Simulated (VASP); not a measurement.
Here is a VASP 6.6.1 calculation.

INCAR

```
SYSTEM = Sn
  ALGO = Fast
  EDIFF = 1E-6
  ENCUT = 520
  GGA = PS
  ISIF = 2
  ISMEAR = -1
  LASPH = .True.
  LCHARG = .False.
  LREAL = .False.
  LWAVE = .False.
  NBANDS = 13
  NELM = 60
  PREC = Accurate
  SIGMA = 0.05
```

The input KPOINTS:

```
k-points
0
Gamma
  9 9 9
  0 0 0
```

POSCAR

```
Sn
1.0
   -2.0291894110      2.0291894110      1.6773675895
    2.0291894110     -2.0291894110      1.6773675895
    2.0291894110      2.0291894110     -1.6773675895
Sn
1
Direct
    0.0000000000      0.0000000000      0.0000000000
```

Potentials or basis: VASP PAW PBE potentials, release 64 (Sn_d).

Launch:

```console
$ cat potpaw_PBE.64/Sn_d/POTCAR > POTCAR
$ mpirun -np 1 vasp_std > vasp.out
```

(1) What does it give for the pressure?

(2) What does it give for the band gap on the k mesh?

Answers

(1) -2.3 GPa.

(2) zero (bands 7 and 8 overlap by 8.74 eV).

Caveat: the PAW data sets were made with another functional, which shifts forces and pressure a little; spin-orbit coupling is left out, which moves the levels of the heavy elements.
